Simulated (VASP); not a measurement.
# Ni (Fm-3m) in VASP: notebook

Runs on Ni. Level: PBEsol. Tasks: single point, relaxation of cell and atoms.

Program: VASP 6.6.1. These are calculated values, not measurements. Logs are shortened: lines on timing, memory, paths and dates and some standing lists are left out, and cuts for length are marked.

### Step 1. The cell of the first run

Symmetry: Fm-3m, No. 225, cubic system. The conventional cell has a = 3.466 Å, b = 3.466 Å, c = 3.466 Å, α = 90.00°, β = 90.00°, γ = 90.00°. Within 3.2 Å of Ni (site symmetry m-3m) lie 12 Ni at 2.45 Å.

### Step 2. Single point, PBEsol, collinear spin, ferromagnetic start

File INCAR:

```
SYSTEM = Ni
ALGO = Normal
EDIFF = 1E-6
ENCUT = 520
GGA = PS
ISIF = 2
ISMEAR = 0
ISPIN = 2
LASPH = .True.
LCHARG = .False.
LMAXMIX = 4
LORBIT = 11
LREAL = .False.
LWAVE = .False.
MAGMOM = 1.5
NBANDS = 15
NELM = 150
PREC = Accurate
SIGMA = 0.05
```

File KPOINTS:

```
k-points
0
Gamma
  10 10 10
  0 0 0
```

File POSCAR:

```
Ni
1.0
    0.0000000000      1.7330557437      1.7330557437
    1.7330557437      0.0000000000      1.7330557437
    1.7330557437      1.7330557437      0.0000000000
Ni
1
Direct
    0.0000000000      0.0000000000      0.0000000000
```

Potentials or basis: VASP PAW PBE potentials, release 64 (Ni).

Started as:

```sh
> cat potpaw_PBE.64/Ni/POTCAR > POTCAR
> mpirun -np 1 vasp_std > vasp.out
```

OUTCAR:

```text
SYSTEM = Ni
   EDIFF = 1E-6
   ENCUT = 520
   GGA = PS
   ISIF = 2
   ISMEAR = 0
   ISPIN = 2
   LASPH = .True.
   LORBIT = 11
   LREAL = .False.
   NELM = 150
   PREC = Accurate

 ion  position               nearest neighbor table
   1  0.000  0.000  0.000-

  LATTYP: Found a face centered cubic cell.
 ALAT       =     3.4661114874

  Lattice vectors:

 A1 = (   0.0000000000,   1.7330557437,   1.7330557437)
 A2 = (   1.7330557437,   0.0000000000,   1.7330557437)
 A3 = (   1.7330557437,   1.7330557437,   0.0000000000)

Analysis of symmetry for initial positions (statically):
=====================================================================
 Subroutine PRICEL returns:
 Original cell was already a primitive cell.

 Routine SETGRP: Setting up the symmetry group for a
 face centered cubic supercell.

 Subroutine GETGRP returns: Found 48 space group operations
 (whereof 48 operations were pure point group operations)
 out of a pool of 48 trial point group operations.

The static configuration has the point symmetry O_h .

Analysis of symmetry for dynamics (positions and initial velocities):
=====================================================================
 Subroutine PRICEL returns:
 Original cell was already a primitive cell.

 Routine SETGRP: Setting up the symmetry group for a
 face centered cubic supercell.

 Subroutine GETGRP returns: Found 48 space group operations
 (whereof 48 operations were pure point group operations)
 out of a pool of 48 trial point group operations.

The dynamic configuration has the point symmetry O_h .

Analysis of structural, dynamic, and magnetic symmetry:
=====================================================================
 Subroutine PRICEL returns:
 Original cell was already a primitive cell.

 Routine SETGRP: Setting up the symmetry group for a
 face centered cubic supercell.

 Subroutine GETGRP returns: Found 48 space group operations
 (whereof 48 operations were pure point group operations)
 out of a pool of 48 trial point group operations.

The overall configuration has the point symmetry O_h .

 Subroutine INISYM returns: Found 48 space group operations
 (whereof 48 operations are pure point group operations),
 and found     1 'primitive' translations

----------------------------------------------------------------------------------------

                                     Primitive cell

  volume of cell :      10.4104

  direct lattice vectors                    reciprocal lattice vectors
     0.000000000  1.733055744  1.733055744    -0.288507742  0.288507742  0.288507742
     1.733055744  0.000000000  1.733055744     0.288507742 -0.288507742  0.288507742
     1.733055744  1.733055744  0.000000000     0.288507742  0.288507742 -0.288507742

  length of vectors
     2.450910937  2.450910937  2.450910937     0.499710068  0.499710068  0.499710068

  position of ions in fractional coordinates (direct lattice)
     0.000000000  0.000000000  0.000000000

  ion indices of the primitive-cell ions
   primitive index   ion index
                 1           1

----------------------------------------------------------------------------------------

 KPOINTS: k-points

Automatic generation of k-mesh.
 Grid dimensions read from file:
 generate k-points for:   10   10   10

 Generating k-lattice:

  Cartesian coordinates                     Fractional coordinates (reciprocal lattice)
    -0.028850774  0.028850774  0.028850774     0.100000000  0.000000000  0.000000000
     0.028850774 -0.028850774  0.028850774     0.000000000  0.100000000  0.000000000
     0.028850774  0.028850774 -0.028850774     0.000000000  0.000000000  0.100000000

  Length of vectors
     0.049971007  0.049971007  0.049971007

  Shift w.r.t. Gamma in fractional coordinates (k-lattice)
     0.000000000  0.000000000  0.000000000

 Subroutine IBZKPT returns following result:
 ===========================================

 Found     47 irreducible k-points:

 Following reciprocal coordinates:
            Coordinates               Weight
  0.000000  0.000000  0.000000      1.000000
  0.100000  0.000000  0.000000      8.000000
  0.200000  0.000000  0.000000      8.000000
  0.300000  0.000000  0.000000      8.000000
  0.400000  0.000000  0.000000      8.000000
  0.500000  0.000000  0.000000      4.000000
[... 16 lines left out ...]
  0.300000  0.300000  0.000000      6.000000
  0.400000  0.300000  0.000000     24.000000
 [... further k-points ...]
   k-points           NKPTS =     47   k-points in BZ     NKDIM =     47   number of bands    NBANDS=     15
   number of dos      NEDOS =    301   number of ions     NIONS =      1
   total plane-waves  NPLWV =   5832
   dimension x,y,z NGX =    18 NGY =   18 NGZ =   18
   dimension x,y,z NGXF=    36 NGYF=   36 NGZF=   36
   ions per type =               1
   NGX,Y,Z   is equivalent  to a cutoff of  12.21, 12.21, 12.21 a.u.
   NGXF,Y,Z  is equivalent  to a cutoff of  24.42, 24.42, 24.42 a.u.
 SYSTEM =  Ni
   PREC   = accura    normal or accurate (medium, high low for compatibility)
   ISTART =      0    job   : 0-new  1-cont  2-samecut
   ICHARG =      2    charge: 1-file 2-atom 10-const
   ISPIN  =      2    spin polarized calculation?
   LNONCOLLINEAR =      F non collinear calculations
   LSORBIT =      F    spin-orbit coupling
   LASPH  =      T    aspherical Exc in radial PAW
   ENCUT  =  520.0 eV  38.22 Ry    6.18 a.u.   4.56  4.56  4.56*2*pi/ulx,y,z
   NELM   =    150;   NELMIN=  2; NELMDL= -5     # of ELM steps
   EDIFF  = 0.1E-05   stopping-criterion for ELM
   LREAL  =      F    real-space projection
   EDIFFG = 0.1E-04   stopping-criterion for IOM
   NSW    =      0    number of steps for IOM
   IBRION =     -1    ionic relax: 0-MD 1-quasi-New 2-CG
   NFREE  =      0    steps in history (QN), initial steepest desc. (CG)
   ISIF   =      2    stress and relaxation
   ISYM   =      2    0-nonsym 1-usesym 2-fastsym
   POTIM  = 0.5000    time-step for ionic-motion
   TEBEG  =    0.0;   TEEND  =   0.0 temperature during run
   PSTRESS=    0.0 pullay stress
   NELECT =      10.0000    total number of electrons
   NUPDOWN=      -1.0000    fix difference up-down
   EMIN   =  10.00;   EMAX   =-10.00  energy-range for DOS
   EFERMI =   0.00;   METHOD = LEGACY
   ISMEAR =     0;   SIGMA  =   0.05  broadening in eV -4-tet -1-fermi 0-gaus
   EFERMI_NEDOS =   21; number of points for ismear=-14 and -15
   IALGO  =     38    algorithm
   IMIX   =      4    mixing-type and parameters
     AMIX     =   0.40;   BMIX     =  1.00
     AMIX_MAG =   1.60;   BMIX_MAG =  1.00
  volume/ion in A,a.u.               =      10.41        70.25
  Fermi-wavevector in a.u.,A,eV,Ry     =   1.615297  3.052468 35.500095  2.609183
  Thomas-Fermi vector in A             =   2.710067
   LORBIT       =     11    0 simple, 1 ext, 2 COOP (PROOUT), +10 PAW based schemes
   GGA     = PS    functional components
   LHFCALC =     F    Hartree Fock is set to
   AEXX    =    0.0000 exact exchange contribution
   IVDW    =     0    specifies the selected vdW correction
   LEPSILON=     F    determine dielectric tensor
   LRPA    =     F    only Hartree local field effects (RPA)
 spin polarized calculation
 Gauss-broadening in eV      SIGMA  =   0.05
  energy-cutoff  :      520.00
  volume of cell :       10.41
 maximum number of plane-waves:       292
   NGX =  9   NGY =  9   NGZ =  9

 number of electron      10.0000000 magnetization       1.5000000

 number of electron       9.9999995 magnetization       0.7146991

 Free energy of the ion-electron system (eV)
  ---------------------------------------------------
  ext. energy  EPLUGINS =         0.00000000
  ---------------------------------------------------
  free energy    TOTEN  =        -6.13646745 eV

  energy without entropy =       -6.13408828  energy(sigma->0) =       -6.13527786

 E-fermi :   9.8340     XC(G=0): -13.7010

 val. band max:        9.8300103152   @ k =  -0.4000   0.2000   0.0000
 cond. band min:       9.8437969012   @ k =   0.5000   0.3000   0.1000
 fundamental gap:      0.0137865860
 Fermi energy:         9.8339783459

 spin component 1

 k-point     1 :       0.0000    0.0000    0.0000
  band No.  band energies     occupation
      1       0.4431      1.00000
      2       7.2189      1.00000
      3       7.2189      1.00000
      4       7.2189      1.00000
      5       8.4736      1.00000
      6       8.4736      1.00000
      7      33.8898      0.00000
      8      38.0732      0.00000
      9      38.0732      0.00000
     10      38.0732      0.00000
     11      41.1299      0.00000
     12      41.1299      0.00000
     13      41.1299      0.00000
     14      44.0702      0.00000
     15      50.8179      0.00000

 k-point     2 :       0.1000    0.0000    0.0000
  band No.  band energies     occupation
      1       0.8445      1.00000
      2       7.1157      1.00000
      3       7.3062      1.00000
      4       7.3062      1.00000
      5       8.4390      1.00000
      6       8.4390      1.00000
      7      32.2448      0.00000
      8      35.3198      0.00000
      9      37.3303      0.00000
     10      37.3303      0.00000
     11      42.2572      0.00000
     12      42.2572      0.00000
     13      42.2622      0.00000
     14      47.5181      0.00000
     15      48.1289      0.00000
[... 365 lines left out ...]
      3       8.0767      1.00000
      4       8.4452      1.00000
      5       8.4452      1.00000
      6       8.9647      1.00000
      7      27.6910      0.00000
      8      28.0676      0.00000
      9      28.0676      0.00000
     10      30.7288      0.00000
     11      35.0820      0.00000
     12      51.9815      0.00000
     13      51.9815      0.00000
     14      54.1848      0.00000
     15      54.8736      0.00000

 k-point    24 :       0.4000    0.3000    0.0000
  band No.  band energies     occupation
      1       4.8901      1.00000
      2       5.7697      1.00000
      3       7.9685      1.00000
      4       8.5727      1.00000
      5       9.1635      1.00000
      6       9.8227      0.62488
      7      24.1311      0.00000
      8      25.2766      0.00000
      9      27.1492      0.00000
     10      31.5829      0.00000
     11      36.2432      0.00000
     12      51.0677      0.00000
     13      51.5946      0.00000
     14      55.1325      0.00000
     15      57.1159      0.00000

 [... further k-points ...]

 spin component 2

 k-point     1 :       0.0000    0.0000    0.0000
  band No.  band energies     occupation
      1       0.4551      1.00000
      2       8.0343      1.00000
      3       8.0343      1.00000
      4       8.0343      1.00000
      5       9.1626      1.00000
      6       9.1626      1.00000
      7      33.7955      0.00000
      8      38.0921      0.00000
      9      38.0921      0.00000
     10      38.0921      0.00000
     11      41.2904      0.00000
     12      41.2904      0.00000
     13      41.2904      0.00000
     14      43.9961      0.00000
     15      51.0627      0.00000

 k-point     2 :       0.1000    0.0000    0.0000
  band No.  band energies     occupation
      1       0.8573      1.00000
      2       7.9166      1.00000
      3       8.1243      1.00000
      4       8.1243      1.00000
      5       9.1265      1.00000
      6       9.1265      1.00000
      7      32.2903      0.00000
      8      35.2895      0.00000
      9      37.4053      0.00000
     10      37.4053      0.00000
     11      42.2770      0.00000
     12      42.3466      0.00000
     13      42.3466      0.00000
     14      47.5250      0.00000
     15      48.3430      0.00000
[... 365 lines left out ...]
      3       8.5473      1.00000
      4       9.3171      1.00000
      5       9.3171      1.00000
      6       9.6729      1.00000
      7      27.8051      0.00000
      8      28.1786      0.00000
      9      28.1786      0.00000
     10      30.9104      0.00000
     11      35.2812      0.00000
     12      51.9544      0.00000
     13      51.9544      0.00000
     14      54.1884      0.00000
     15      54.5670      0.00000

 k-point    24 :       0.4000    0.3000    0.0000
  band No.  band energies     occupation
      1       5.1638      1.00000
      2       6.4602      1.00000
      3       8.5598      1.00000
      4       9.3743      1.00000
      5       9.9616      0.00015
      6      10.4238      0.00000
      7      24.2849      0.00000
      8      25.4426      0.00000
      9      27.2459      0.00000
     10      31.7513      0.00000
     11      36.4087      0.00000
     12      51.0995      0.00000
     13      51.6205      0.00000
     14      56.3389      0.00000
     15      57.6272      0.00000

 [... further k-points ...]

------------------------ aborting loop because EDIFF is reached ----------------------------------------

  FORCE on cell =-STRESS in cart. coord.  units (eV):
  Direction    XX          YY          ZZ          XY          YZ          ZX
  --------------------------------------------------------------------------------------
  -------------------------------------------------------------------------------------
  Total       -0.0183996     -0.0183996     -0.0183996      0.0000000      0.0000000      0.0000000
  in kB       -2.8317223     -2.8317223     -2.8317223      0.0000000      0.0000000      0.0000000
  external PRESSURE =      -2.8317223 kB  Pullay stress =       0.0000000 kB

 VOLUME and BASIS-vectors are now :
 -----------------------------------------------------------------------------
  energy-cutoff  :      520.00
  volume of cell :       10.41
      direct lattice vectors                 reciprocal lattice vectors
     0.000000000  1.733055744  1.733055744    -0.288507742  0.288507742  0.288507742
     1.733055744  0.000000000  1.733055744     0.288507742 -0.288507742  0.288507742
     1.733055744  1.733055744  0.000000000     0.288507742  0.288507742 -0.288507742

 POSITION                                       TOTAL-FORCE (eV/Angst)
 -----------------------------------------------------------------------------------
      0.00000      0.00000      0.00000         0.000000     -0.000000      0.000000
 -----------------------------------------------------------------------------------
    total drift:                                0.000000     -0.000000      0.000000

  FREE ENERGIE OF THE ION-ELECTRON SYSTEM (eV)
  ---------------------------------------------------
  free  energy   TOTEN  =        -6.1364674513 eV

  energy  without entropy=       -6.1340882759  energy(sigma->0) =       -6.13527786

 total charge

# of ion       s       p       d       tot
------------------------------------------
    1        0.522   0.547   8.325   9.394

 magnetization (x)

# of ion       s       p       d       tot
------------------------------------------
    1       -0.003  -0.021   0.743   0.719
```

Run time: 19 s. Hardware: 1 thread of AMD EPYC 7R43 (Zen 3), shared host; peak memory 0.09 GiB.

Results:

```yaml
Free_energy: -6.1365 eV
Pressure: -0.3 GPa
Net_moment: 0.71 μB per cell
Site_moments: Ni +0.72 μB
Valence_electrons_inside_the_program's_atomic_spheres: Ni 9.39
```

Caveat: the PAW data sets were made with another functional, which shifts forces and pressure a little.

### Step 3. Relaxation of cell and atoms, PBEsol, collinear spin, ferromagnetic start

This run uses another cell than the first one, of 10.94 Å³/atom.

File INCAR:

```
PREC     = Accurate       # precision mode
ENCUT    = 600            # plane-wave cutoff, eV
EDIFF    = 1E-6           # SCF threshold, eV
ISMEAR   = 0              # smearing method
SIGMA    = 0.05           # smearing width, eV
LREAL    = False          # projectors in reciprocal space
LASPH    = True           # aspherical terms in the spheres
NELM     = 150            # most SCF steps
ALGO     = Normal         # electronic algorithm
ISIF     = 3              # what is computed and relaxed
LWAVE    = False          # write WAVECAR
LCHARG   = False          # write CHGCAR
ISPIN    = 2              # spin polarisation
MAGMOM   = 1.5            # initial moments
LORBIT   = 11             # projections on sites
LMAXMIX  = 4              # l up to which the mixer works
GGA      = PS             # functional
IBRION   = 2              # ionic algorithm
NSW      = 80             # ionic steps
EDIFFG   = -0.02          # ionic threshold
```

File KPOINTS:

```
regular mesh
0
Gamma
  10 10 10
```

File POSCAR:

```
Ni
1.0
    0.0000000000      1.7619400000      1.7619400000
    1.7619400000      0.0000000000      1.7619400000
    1.7619400000      1.7619400000      0.0000000000
Ni
1
Direct
    0.0000000000      0.0000000000      0.0000000000
```

Potentials or basis: VASP PAW PBE potentials, release 64 (Ni).

Started as:

```sh
> cat potpaw_PBE.64/Ni/POTCAR > POTCAR
> mpirun -np 1 vasp_std > vasp.out
```

It took 43 s on 1 thread of AMD EPYC 7R43 (Zen 3), shared host; peak memory 0.11 GiB.

The run converged. Its results:

* Free energy: -6.1366 eV
* Relaxed volume: 10.41 Å³/atom
* Relaxed cell: a = 2.451 Å, b = 2.451 Å, c = 2.451 Å, α = 60.00°, β = 60.00°, γ = 60.00°
* Space group after relaxing (to 0.1 Å): Fm-3m (No. 225)
* Energy gained by relaxing: 17.8 meV/atom
* Ionic steps: 3
* Pressure after relaxing: 0.0 GPa
* Net moment: 0.72 μB per cell
* Site moments: Ni +0.72 μB
* Valence electrons inside the program's atomic spheres: Ni 9.39

Step by step:
```
step  energy change (eV)  largest force (eV/Å)  pressure (GPa)  volume (Å³)
   1              0.0000                0.0000          -10.19        10.94
   2              0.0028                0.0000           13.31         9.87
   3             -0.0178                0.0000           -0.02        10.41
```

Final structure:
```
Ni
1.0
     0.00000    1.73281    1.73281
     1.73281    0.00000    1.73281
     1.73281    1.73281    0.00000
Ni
1
Direct
  0.00000 0.00000 0.00000
```

Levels at points of the mesh, in eV from the Fermi level:
Spin up:
```csv
k point,band 3,band 4,band 5,band 6,band 7,band 8
"(0.00, 0.00, 0.00)",-2.62,-2.62,-1.36,-1.36,24.06,28.25
"(0.50, 0.00, 0.00)",-2.60,-0.66,-0.66,-0.44,5.92,22.53
"(0.50, 0.50, 0.00)",-0.60,-0.51,-0.51,2.40,9.56,15.16
```
Spin down:
| k point | band 2 | band 3 | band 4 | band 5 | band 6 | band 7 | band 8 | band 9 |
| --- | --- | --- | --- | --- | --- | --- | --- | --- |
| (0.00, 0.00, 0.00) | -1.80 | -1.80 | -1.80 | -0.67 | -0.67 | 23.97 | 28.27 | 28.27 |
| (0.50, 0.00, 0.00) | -1.90 | -1.90 | -0.45 | 0.19 | 0.19 | 6.40 | 22.44 | 25.49 |
| (0.50, 0.50, 0.00) | -3.83 | 0.12 | 0.42 | 0.42 | 2.41 | 9.88 | 15.22 | 15.22 |

Caveat: the PAW data sets were made with another functional, which shifts forces and pressure a little.
